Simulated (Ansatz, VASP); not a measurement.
## GaN: VASP beside Ansatz

The input INCAR:

```
PREC     = Accurate       # precision mode
ENCUT    = 520            # plane-wave cutoff, eV
EDIFF    = 1E-7           # SCF threshold, eV
ISMEAR   = 0              # smearing method
SIGMA    = 0.02           # smearing width, eV
LREAL    = False          # projectors in reciprocal space
LASPH    = True           # aspherical terms in the spheres
NELM     = 100            # most SCF steps
ALGO     = Normal         # electronic algorithm
ISIF     = 2              # what is computed and relaxed
LWAVE    = False          # write WAVECAR
LCHARG   = True           # write CHGCAR
GGA      = PS             # functional
LELF     = True           # ELF
LVHAR    = True         
NBANDS   = 16             # bands
```

KPOINTS

```
regular mesh
0
Gamma
  10 10 10
```

The input POSCAR:

```
GaN
1.0
    0.0000000000      2.2491150714      2.2491150714
    2.2491150714      0.0000000000      2.2491150714
    2.2491150714      2.2491150714      0.0000000000
Ga N
1 1
Direct
    0.0000000000      0.0000000000      0.0000000000
    0.2500000000      0.2500000000      0.2500000000
```

Input for Ansatz:

```yaml
crystal:
  lattice:
    - [0.0, 2.2491150724, 2.2491150724]
    - [2.2491150724, 0.0, 2.2491150724]
    - [2.2491150724, 2.2491150724, 0.0]
  atoms:
    - { symbol: Ga, position: [0.0, 0.0, 0.0] }
    - { symbol: "N", position: [0.25, 0.25, 0.25] }
basis:
  ecutwfc: 420
kpoints:
  mp_grid: { grid: [10, 10, 10] }
  band_path: { path: [VBM, CBM], npoints: 2 }
hamiltonian:
  xc: pbesol
scf:
  occupations: { method: gaussian, width: 0.02 }
output:
  forces: true
  stress: true
  eigenvalues: true
```

Alike in both runs: task single point; functional PBEsol; k mesh 10 × 10 × 10; occupations gaussian, width 0.02 eV; no spin polarisation.

|  | VASP | Ansatz |
| --- | --- | --- |
| version | VASP 6.6.1 | Ansatz 0.2.0 |
| potentials or method | VASP PAW PBE potentials, release 64 (Ga_d, N), cutoff 520 eV | scalar-relativistic, plane waves, PAW |
| valence electrons in the cell | 18 | 18 |

|  | VASP | Ansatz | Ansatz less VASP |
| --- | --- | --- | --- |
| gap on the k mesh at the Fermi level (eV) | 1.72 | 1.70 | -0.019 |
| least direct gap on the mesh (eV) | 1.72 | 1.70 | -0.019 |
| pressure (GPa) | -0.2 | 0.0 | +0.21 |

VASP's potentials were made for PBE, not for PBEsol.
